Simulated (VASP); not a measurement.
# Ga (P-1) in VASP: single point with LDA

Aim: the single point of Ga with LDA.

Program: VASP 6.6.1. These are calculated values, not measurements. Logs are shortened: lines on timing, memory, paths and dates and some standing lists are left out, and cuts for length are marked.

## (1) The cell of the first run

The typed cell holds 2 atoms: a = 4.330 Å, b = 4.302 Å, c = 3.170 Å, α = 90.73°, β = 89.65°, γ = 140.74°.

## (2) Single point, LDA (equal xy, yz and zx shear strains of -1 %)

File INCAR:

```
SYSTEM = Ga
  ALGO = Normal
  EDIFF = 1E-7
  ENCUT = 520
  GGA = CA
  ISIF = 2
  ISMEAR = -1
  LASPH = .True.
  LCHARG = .True.
  LELF = .True.
  LREAL = .False.
  LVHAR = .True.
  LWAVE = .False.
  NBANDS = 20
  NELM = 100
  PREC = Accurate
  SIGMA = 0.08
```

File KPOINTS:

```
k-points
0
Gamma
  12 12 10
  0 0 0
```

File POSCAR:

```
Ga
1.0
    1.4703250000     -4.0722500000      0.0130750000
    1.4296750000      4.0577500000     -0.0275750000
   -0.0158500000     -0.0158500000      3.1700000000
Ga
2
Direct
    0.8670000000      0.1330000000      0.2500000000
    0.1330000000      0.8670000000      0.7500000000
```

Potentials or basis: VASP PAW LDA potentials, release 64 (Ga_d).

Run with:

```bash
$ cat potpaw_LDA.64/Ga_d/POTCAR > POTCAR
$ mpirun -np 1 vasp_std > vasp.out
```

OUTCAR:

```text
SYSTEM = Ga
   EDIFF = 1E-7
   ENCUT = 520
   GGA = CA
   ISIF = 2
   ISMEAR = -1
   LASPH = .True.
   LREAL = .False.
   NELM = 100
   PREC = Accurate

 ion  position               nearest neighbor table
   1  0.867  0.133  0.250-   2 2.67   2 2.69   2 2.84   2 2.88   2 2.88   2 2.88
   2  0.133  0.867  0.750-   1 2.67   1 2.69   1 2.84   1 2.88   1 2.88   1 2.88

  LATTYP: Found a triclinic cell.
 ALAT       =     2.9000724991
 B/A-ratio  =     2.0631953510
 C/A-ratio  =     1.0931034483
 COS(alpha) =     0.0004751139
 COS(beta)  =     0.0099745013
 COS(gamma) =     0.7338042413

  Lattice vectors:

 A1 = (   2.9000000000,  -0.0145000000,  -0.0145000000)
 A2 = (   4.3703250000,  -4.0867500000,  -0.0014250000)
 A3 = (   0.0158500000,   0.0158500000,  -3.1700000000)

Analysis of symmetry for initial positions (statically):
=====================================================================
 Subroutine PRICEL returns:
 Original cell was already a primitive cell.

 Routine SETGRP: Setting up the symmetry group for a
 triclinic supercell.

 Subroutine GETGRP returns: Found  2 space group operations
 (whereof  2 operations were pure point group operations)
 out of a pool of  2 trial point group operations.

The static configuration has the point symmetry S_2 .

Analysis of symmetry for dynamics (positions and initial velocities):
=====================================================================
 Subroutine PRICEL returns:
 Original cell was already a primitive cell.

 Routine SETGRP: Setting up the symmetry group for a
 triclinic supercell.

 Subroutine GETGRP returns: Found  2 space group operations
 (whereof  2 operations were pure point group operations)
 out of a pool of  2 trial point group operations.

The dynamic configuration has the point symmetry S_2 .

 Subroutine INISYM returns: Found  2 space group operations
 (whereof  2 operations are pure point group operations),
 and found     1 'primitive' translations

----------------------------------------------------------------------------------------

                                     Primitive cell

  volume of cell :      37.3667

  direct lattice vectors                    reciprocal lattice vectors
     1.470325000 -4.072250000  0.013075000     0.344226787 -0.121274522  0.001114761
     1.429675000  4.057750000 -0.027575000     0.345463043  0.124740300  0.002351017
    -0.015850000 -0.015850000  3.170000000     0.001585293  0.001585293  0.315473266

  length of vectors
     4.329578112  4.302332629  3.170079249     0.364966894  0.367301489  0.315481232

  position of ions in fractional coordinates (direct lattice)
     0.867000000  0.133000000  0.250000000
     0.133000000  0.867000000  0.750000000

  ion indices of the primitive-cell ions
   primitive index   ion index
                 1           1
                 2           2

----------------------------------------------------------------------------------------

 KPOINTS: k-points

Automatic generation of k-mesh.
 Grid dimensions read from file:
 generate k-points for:   12   12   10

 Generating k-lattice:

  Cartesian coordinates                     Fractional coordinates (reciprocal lattice)
     0.028685566 -0.010106210  0.000092897     0.083333333 -0.000000000 -0.000000000
     0.028788587  0.010395025  0.000195918     0.000000000  0.083333333  0.000000000
     0.000158529  0.000158529  0.031547327     0.000000000  0.000000000  0.100000000

  Length of vectors
     0.030413908  0.030608457  0.031548123

  Shift w.r.t. Gamma in fractional coordinates (k-lattice)
     0.000000000  0.000000000  0.000000000

 Subroutine IBZKPT returns following result:
 ===========================================

 Found    724 irreducible k-points:

 Following reciprocal coordinates:
            Coordinates               Weight
  0.000000  0.000000  0.000000      1.000000
  0.083333 -0.000000 -0.000000      2.000000
  0.166667 -0.000000 -0.000000      2.000000
  0.250000  0.000000 -0.000000      2.000000
  0.333333  0.000000  0.000000      2.000000
  0.416667  0.000000  0.000000      2.000000
[... 16 lines left out ...]
  0.250000  0.166667  0.000000      2.000000
  0.333333  0.166667  0.000000      2.000000
 [... further k-points ...]
   k-points           NKPTS =    724   k-points in BZ     NKDIM =    724   number of bands    NBANDS=     20
   number of dos      NEDOS =    301   number of ions     NIONS =      2
   total plane-waves  NPLWV =  24576
   dimension x,y,z NGX =    32 NGY =   32 NGZ =   24
   dimension x,y,z NGXF=    64 NGYF=   64 NGZF=   48
   ions per type =               2
   NGX,Y,Z   is equivalent  to a cutoff of  12.29, 12.37, 12.59 a.u.
   NGXF,Y,Z  is equivalent  to a cutoff of  24.57, 24.73, 25.17 a.u.
 SYSTEM =  Ga
   PREC   = accura    normal or accurate (medium, high low for compatibility)
   ISTART =      0    job   : 0-new  1-cont  2-samecut
   ICHARG =      2    charge: 1-file 2-atom 10-const
   ISPIN  =      1    spin polarized calculation?
   LNONCOLLINEAR =      F non collinear calculations
   LSORBIT =      F    spin-orbit coupling
   LASPH  =      T    aspherical Exc in radial PAW
   ENCUT  =  520.0 eV  38.22 Ry    6.18 a.u.   8.05  8.00  5.89*2*pi/ulx,y,z
   NELM   =    100;   NELMIN=  2; NELMDL= -5     # of ELM steps
   EDIFF  = 0.1E-06   stopping-criterion for ELM
   LREAL  =      F    real-space projection
   EDIFFG = 0.1E-05   stopping-criterion for IOM
   NSW    =      0    number of steps for IOM
   IBRION =     -1    ionic relax: 0-MD 1-quasi-New 2-CG
   NFREE  =      0    steps in history (QN), initial steepest desc. (CG)
   ISIF   =      2    stress and relaxation
   ISYM   =      2    0-nonsym 1-usesym 2-fastsym
   POTIM  = 0.5000    time-step for ionic-motion
   TEBEG  =    0.0;   TEEND  =   0.0 temperature during run
   PSTRESS=    0.0 pullay stress
   NELECT =      26.0000    total number of electrons
   NUPDOWN=      -1.0000    fix difference up-down
   EMIN   =  10.00;   EMAX   =-10.00  energy-range for DOS
   EFERMI =   0.00;   METHOD = LEGACY
   ISMEAR =    -1;   SIGMA  =   0.08  broadening in eV -4-tet -1-fermi 0-gaus
   EFERMI_NEDOS =   21; number of points for ismear=-14 and -15
   IALGO  =     38    algorithm
   IMIX   =      4    mixing-type and parameters
     AMIX     =   0.40;   BMIX     =  1.00
     AMIX_MAG =   1.60;   BMIX_MAG =  1.00
  volume/ion in A,a.u.               =      18.68       126.08
  Fermi-wavevector in a.u.,A,eV,Ry     =   1.450678  2.741383 28.632991  2.104465
  Thomas-Fermi vector in A             =   2.568262
   LORBIT       =      0    0 simple, 1 ext, 2 COOP (PROOUT), +10 PAW based schemes
   GGA     = CA    functional components
   LHFCALC =     F    Hartree Fock is set to
   AEXX    =    0.0000 exact exchange contribution
   IVDW    =     0    specifies the selected vdW correction
   LEPSILON=     F    determine dielectric tensor
   LRPA    =     F    only Hartree local field effects (RPA)
 non-spin polarized calculation
  energy-cutoff  :      520.00
  volume of cell :       37.37
 maximum number of plane-waves:      1026
   NGX = 17   NGY = 15   NGZ = 11

 number of electron      26.0000002 magnetization

 Free energy of the ion-electron system (eV)
  ---------------------------------------------------
  ext. energy  EPLUGINS =         0.00000000
  ---------------------------------------------------
  free energy    TOTEN  =        -7.10866608 eV

  energy without entropy =       -7.09124698  energy(sigma->0) =       -7.09995653

 E-fermi :   5.3968     XC(G=0): -11.3317

 val. band max:        5.3950296605   @ k =   0.0833   0.3333   0.2000
 cond. band min:       5.4002591746   @ k =  -0.3333  -0.3333   0.4000
 fundamental gap:      0.0052295141
 Fermi energy:         5.3967968713

 k-point     1 :       0.0000    0.0000    0.0000
  band No.  band energies     occupation
      1      -9.8804      2.00000
      2      -9.8584      2.00000
      3      -9.7880      2.00000
      4      -9.7724      2.00000
      5      -9.5832      2.00000
      6      -9.5674      2.00000
[... 12 lines left out ...]
     19      16.5184      0.00000
     20      17.2116      0.00000

 k-point     2 :       0.0833   -0.0000   -0.0000
  band No.  band energies     occupation
      1      -9.8734      2.00000
      2      -9.8540      2.00000
      3      -9.7845      2.00000
      4      -9.7459      2.00000
      5      -9.5914      2.00000
      6      -9.5759      2.00000
[... 12 lines left out ...]
     19      17.1275      0.00000
     20      18.6809      0.00000

 k-point     3 :       0.1667   -0.0000   -0.0000
  band No.  band energies     occupation
      1      -9.8547      2.00000
      2      -9.8423      2.00000
      3      -9.7632      2.00000
      4      -9.6927      2.00000
      5      -9.6109      2.00000
      6      -9.5996      2.00000
[... 12 lines left out ...]
     19      17.6440      0.00000
     20      20.9061      0.00000

 k-point     4 :       0.2500    0.0000   -0.0000
  band No.  band energies     occupation
      1      -9.8300      2.00000
      2      -9.8267      2.00000
      3      -9.7350      2.00000
      4      -9.6818      2.00000
      5      -9.6339      2.00000
      6      -9.5838      2.00000
[... 12 lines left out ...]
     19      17.7636      0.00000
     20      20.5058      0.00000

 k-point     5 :       0.3333    0.0000    0.0000
  band No.  band energies     occupation
      1      -9.8122      2.00000
      2      -9.8080      2.00000
      3      -9.7222      2.00000
      4      -9.7053      2.00000
      5      -9.6696      2.00000
      6      -9.5677      2.00000
[... 12 lines left out ...]
     19      17.3600      0.00000
     20      18.8518      0.00000
[... 353 lines left out ...]
      6      -9.6023      2.00000
[... 12 lines left out ...]
     19      18.2420      0.00000
     20      21.0375      0.00000

 k-point    22 :       0.1667    0.1667   -0.0000
  band No.  band energies     occupation
      1      -9.8296      2.00000
      2      -9.8144      2.00000
      3      -9.7401      2.00000
      4      -9.6518      2.00000
      5      -9.6394      2.00000
      6      -9.6039      2.00000
[... 12 lines left out ...]
     19      18.3715      0.00000
     20      20.0887      0.00000

 k-point    23 :       0.2500    0.1667    0.0000
  band No.  band energies     occupation
      1      -9.8208      2.00000
      2      -9.7927      2.00000
      3      -9.7691      2.00000
      4      -9.6590      2.00000
      5      -9.6506      2.00000
      6      -9.6057      2.00000
[... 12 lines left out ...]
     19      17.5125      0.00000
     20      18.6438      0.00000

 k-point    24 :       0.3333    0.1667    0.0000
  band No.  band energies     occupation
      1      -9.8108      2.00000
      2      -9.7973      2.00000
      3      -9.7616      2.00000
      4      -9.6745      2.00000
      5      -9.6523      2.00000
      6      -9.5981      2.00000
[... 12 lines left out ...]
     19      16.2905      0.00000
     20      17.6375      0.00000

 [... further k-points ...]

------------------------ aborting loop because EDIFF is reached ----------------------------------------

  FORCE on cell =-STRESS in cart. coord.  units (eV):
  Direction    XX          YY          ZZ          XY          YZ          ZX
  --------------------------------------------------------------------------------------
  -------------------------------------------------------------------------------------
  Total       -1.3388583     -0.6821592     -0.5591230      0.0014287      0.0819753     -0.0219808
  in kB      -57.4063677    -29.2490105    -23.9735755      0.0612568      3.5148617     -0.9424719
  external PRESSURE =     -36.8763179 kB  Pullay stress =       0.0000000 kB

 VOLUME and BASIS-vectors are now :
 -----------------------------------------------------------------------------
  energy-cutoff  :      520.00
  volume of cell :       37.37
      direct lattice vectors                 reciprocal lattice vectors
     1.470325000 -4.072250000  0.013075000     0.344226787 -0.121274522  0.001114761
     1.429675000  4.057750000 -0.027575000     0.345463043  0.124740300  0.002351017
    -0.015850000 -0.015850000  3.170000000     0.001585293  0.001585293  0.315473266

 POSITION                                       TOTAL-FORCE (eV/Angst)
 -----------------------------------------------------------------------------------
      1.46096     -2.99492      0.80017        -0.004604      0.180968      0.007280
      1.42319      2.96457      2.35533         0.004604     -0.180968     -0.007280
 -----------------------------------------------------------------------------------
    total drift:                                0.000000      0.000000     -0.000000

  FREE ENERGIE OF THE ION-ELECTRON SYSTEM (eV)
  ---------------------------------------------------
  free  energy   TOTEN  =        -7.1086660786 eV

  energy  without entropy=       -7.0912469831  energy(sigma->0) =       -7.09995653
```

It took 13 min on 1 thread of Oxide Virtual Turin-like, shared host; peak memory 0.46 GiB.

What came out:

```
Free energy            : -7.1087 eV
Pressure               : -3.7 GPa
Largest force          : 0.181 eV/Å
Band gap on the k mesh : zero (band 13 reaches 10.47 eV, above the bottom of band 14 at 1.21 eV)
```

Forces on the atoms (eV/Å):
```
Ga  -0.005  0.181  0.007
Ga   0.005 -0.181 -0.007
```

Levels at points of the mesh, in eV from the Fermi level:
```tsv
k point	band 10	band 11	band 12	band 13	band 14	band 15	band 16	band 17
(0.00, 0.00, 0.00)	-14.76	-11.25	-2.26	-1.66	2.85	6.67	7.75	8.68
(0.50, 0.00, 0.00)	-14.81	-6.79	-5.41	-1.68	-0.36	6.27	6.61	8.73
(0.00, 0.50, 0.00)	-14.82	-6.70	-5.41	-1.82	-0.55	6.50	6.70	9.01
(0.50, 0.50, 0.00)	-14.83	-9.22	-8.59	5.08	5.73	5.80	7.02	7.14
(0.00, 0.00, 0.50)	-14.84	-7.43	-7.42	1.77	1.92	2.41	2.56	10.14
(0.50, 0.00, 0.50)	-14.81	-3.15	-3.14	-1.62	-1.59	1.78	2.08	4.21
(0.00, 0.50, 0.50)	-14.81	-3.09	-3.05	-1.63	-1.56	1.76	1.76	4.19
(0.50, 0.50, 0.50)	-14.89	-5.72	-5.56	-4.23	-4.19	9.48	9.50	11.20
```

Caveat: the cell differs from its parent crystal (equal xy, yz and zx shear strains of -1 %).
